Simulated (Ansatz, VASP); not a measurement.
# ZrS: VASP beside Ansatz

```
Zr S
1.0
     0.00000    2.62500    2.66438
     2.62500    0.00000    2.66438
     2.62500    2.62500    0.00000
Zr S
1 1
Direct
  0.00000 0.00000 0.00000
  0.50000 0.50000 0.50000
```

Change from the starting cell: strain +0.000 along x and y, +0.015 along z, atoms carried along.

Alike in both runs: task single point; functional PBEsol; k mesh 16 × 16 × 16; occupations gaussian, width 0.15 eV; no spin polarisation.

```csv
,VASP,Ansatz
version,VASP 6.6.1,Ansatz 0.2.0
potentials or method,"VASP PAW PBE potentials, release 64 (Zr_sv, S), cutoff 520 eV","scalar-relativistic, plane waves, PAW"
valence electrons in the cell,18,18
```

```csv
,VASP,Ansatz,Ansatz less VASP
gap on the k mesh at the Fermi level (eV),none,none,-
pressure (GPa),-7.9,-8.1,-0.19
"traceless stress, the component that is largest in VASP (GPa)",-2.04,-2.02,+0.018
```

VASP's potentials were made for PBE, not for PBEsol. A gap of «none» marks a metal or a gap that the smearing closes. With one functional, cell and mesh, what is left measures potentials, basis and numerics.
